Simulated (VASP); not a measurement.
# PbS (Cmcm) in VASP: a series of runs, part 2 of 2

VASP 6.6.1. Earlier steps stand in the parts before.

### 3 Single point, PBEsol

This run uses another cell than the first one, of 25.16 Å³/atom.

File INCAR:

```
ALGO = Normal
EDIFF = 1E-7
ENCUT = 520
GGA = PS
ISIF = 2
ISMEAR = -1
LASPH = True
LCHARG = True
LELF = True
LREAL = False
LVHAR = True
LWAVE = False
NBANDS = 28
NELM = 80
PREC = Accurate
SIGMA = 0.05
```

File KPOINTS:

```
k-points
0
Gamma
  7 7 6
```

File POSCAR:

```
PbS
1.0
    2.0491387333     -5.7990738792      0.0000000000
    2.0491387333      5.7990738792      0.0000000000
    0.0000000000      0.0000000000      4.2350034942
Pb S
2 2
Direct
    0.1270603572      0.8729396428      0.2500000000
    0.8729396428      0.1270603572      0.7500000000
    0.3588677843      0.6411322157      0.2500000000
    0.6411322157      0.3588677843      0.7500000000
```

Potentials or basis: VASP PAW PBE potentials, release 64 (Pb_d, S).

On the command line:

```sh
$ cat potpaw_PBE.64/Pb_d/POTCAR potpaw_PBE.64/S/POTCAR > POTCAR
$ mpirun -np 1 vasp_std > vasp.out
```

OUTCAR:

```text
EDIFF = 1E-7
   ENCUT = 520
   GGA = PS
   ISIF = 2
   ISMEAR = -1
   LASPH = True
   LREAL = False
   NELM = 80
   PREC = Accurate

 ion  position               nearest neighbor table
   1  0.127  0.873  0.250-   3 2.69   4 2.95   4 2.95   4 2.95   4 2.95   2 3.63   2 3.63   2 4.10
                             2 4.10   2 4.10   2 4.10
   2  0.873  0.127  0.750-   4 2.69   3 2.95   3 2.95   3 2.95   3 2.95   1 3.63   1 3.63   1 4.10
                             1 4.10   1 4.10   1 4.10
   3  0.359  0.641  0.250-   1 2.69   2 2.95   2 2.95   2 2.95   2 2.95
   4  0.641  0.359  0.750-   2 2.69   1 2.95   1 2.95   1 2.95   1 2.95

  LATTYP: Found a base centered orthorhombic cell.
 ALAT       =     4.0982774666
 B/A-ratio  =     2.8300054969
 C/A-ratio  =     1.0333618279

  Lattice vectors:

 A1 = (   2.0491387333,  -5.7990738792,   0.0000000000)
 A2 = (   2.0491387333,   5.7990738792,   0.0000000000)
 A3 = (   0.0000000000,   0.0000000000,   4.2350034942)

Analysis of symmetry for initial positions (statically):
=====================================================================
 Subroutine PRICEL returns:
 Original cell was already a primitive cell.

[... 178 lines left out ...]
 cond. band min:       6.5172184121   @ k =   0.4286   0.4286   0.0000
 fundamental gap:      1.0820547581
 Fermi energy:         6.0026342166

 k-point     1 :       0.0000    0.0000    0.0000
  band No.  band energies     occupation
      1     -10.9455      2.00000
      2     -10.8275      2.00000
      3     -10.8253      2.00000
      4     -10.8014      2.00000
      5     -10.7578      2.00000
      6     -10.7567      2.00000
[... 733 lines left out ...]
     27      13.0252      0.00000
     28      13.6414      0.00000

 [... further k-points ...]

------------------------ aborting loop because EDIFF is reached ----------------------------------------

  FORCE on cell =-STRESS in cart. coord.  units (eV):
  Direction    XX          YY          ZZ          XY          YZ          ZX
  --------------------------------------------------------------------------------------
  -------------------------------------------------------------------------------------
  Total       -0.0266482     -0.0432087     -0.0257151      0.0000000      0.0000000      0.0000000
  in kB       -0.4241939     -0.6878089     -0.4093406      0.0000000      0.0000000      0.0000000
  external PRESSURE =      -0.5071145 kB  Pullay stress =       0.0000000 kB

 VOLUME and BASIS-vectors are now :
 -----------------------------------------------------------------------------
  energy-cutoff  :      520.00
  volume of cell :      100.65
      direct lattice vectors                 reciprocal lattice vectors
     2.049138733 -5.799073879  0.000000000     0.244004953 -0.086220664  0.000000000
     2.049138733  5.799073879  0.000000000     0.244004953  0.086220664  0.000000000
     0.000000000  0.000000000  4.235003494     0.000000000  0.000000000  0.236127314

 POSITION                                       TOTAL-FORCE (eV/Angst)
 -----------------------------------------------------------------------------------
      2.04914      4.32541      1.05875         0.000000     -0.002066     -0.000000
      2.04914     -4.32541      3.17625         0.000000      0.002066      0.000000
      2.04914      1.63687      1.05875         0.000000     -0.003488      0.000000
      2.04914     -1.63687      3.17625         0.000000      0.003488     -0.000000
 -----------------------------------------------------------------------------------
    total drift:                                0.000000      0.000000      0.000000

  FREE ENERGIE OF THE ION-ELECTRON SYSTEM (eV)
  ---------------------------------------------------
  free  energy   TOTEN  =       -18.7813785705 eV

  energy  without entropy=      -18.7813778056  energy(sigma->0) =      -18.78137819
```

OSZICAR:

```text
N       E                     dE             d eps       ncg     rms          rms(c)
DAV:   1     0.424302007807E+03    0.42430E+03   -0.19022E+04  3584   0.156E+03
DAV:   2     0.293043502427E+02   -0.39500E+03   -0.38324E+03  3616   0.413E+02
DAV:   3    -0.172312370348E+02   -0.46536E+02   -0.45368E+02  4616   0.157E+02
DAV:   4    -0.194995550088E+02   -0.22683E+01   -0.22579E+01  4348   0.348E+01
DAV:   5    -0.195837802961E+02   -0.84225E-01   -0.84211E-01  4624   0.715E+00    0.646E+00
DAV:   6    -0.187851736621E+02    0.79861E+00   -0.19047E+00  5040   0.100E+01    0.416E+00
DAV:   7    -0.187852444525E+02   -0.70790E-04   -0.39698E-01  4408   0.277E+00    0.234E+00
DAV:   8    -0.187846302856E+02    0.61417E-03   -0.58939E-02  5188   0.194E+00    0.427E-01
DAV:   9    -0.187812276530E+02    0.34026E-02   -0.15665E-02  5028   0.974E-01    0.828E-02
DAV:  10    -0.187813614314E+02   -0.13378E-03   -0.11714E-03  4216   0.195E-01    0.430E-02
DAV:  11    -0.187813810576E+02   -0.19626E-04   -0.99048E-05  5552   0.681E-02    0.195E-02
DAV:  12    -0.187813797419E+02    0.13157E-05   -0.10878E-05  5052   0.179E-02    0.124E-02
DAV:  13    -0.187813789450E+02    0.79687E-06   -0.15606E-06  4740   0.100E-02    0.457E-03
DAV:  14    -0.187813786930E+02    0.25196E-06   -0.28630E-07  3284   0.328E-03    0.127E-03
DAV:  15    -0.187813785642E+02    0.12882E-06   -0.58132E-08  2212   0.170E-03    0.566E-04
DAV:  16    -0.187813785705E+02   -0.62591E-08   -0.21204E-08  2164   0.137E-03
   1 F= -.18781379E+02 E0= -.18781378E+02  d E =-.764868E-06
```

Wall time 90 s (1 thread of Intel Xeon 6975P-C (Granite Rapids), shared host); peak memory 0.34 GiB.

What came out:

| Property | Result |
| --- | --- |
| Free energy | -18.7814 eV |
| Pressure | -0.1 GPa |
| Largest force | 0.003 eV/Å |
| Band gap on the k mesh | 1.08 eV (least direct gap 1.24 eV) |

Forces in eV/Å, atoms in the order of the input:
```
Pb   0.000 -0.002  0.000
Pb   0.000  0.002  0.000
S    0.000 -0.003  0.000
S    0.000  0.003  0.000
```

Caveat: the PAW data sets were made with another functional, which shifts forces and pressure a little; spin-orbit coupling is left out, which moves the levels of the heavy elements; an odd mesh through Γ misses points on the zone boundary, where band edges can lie.
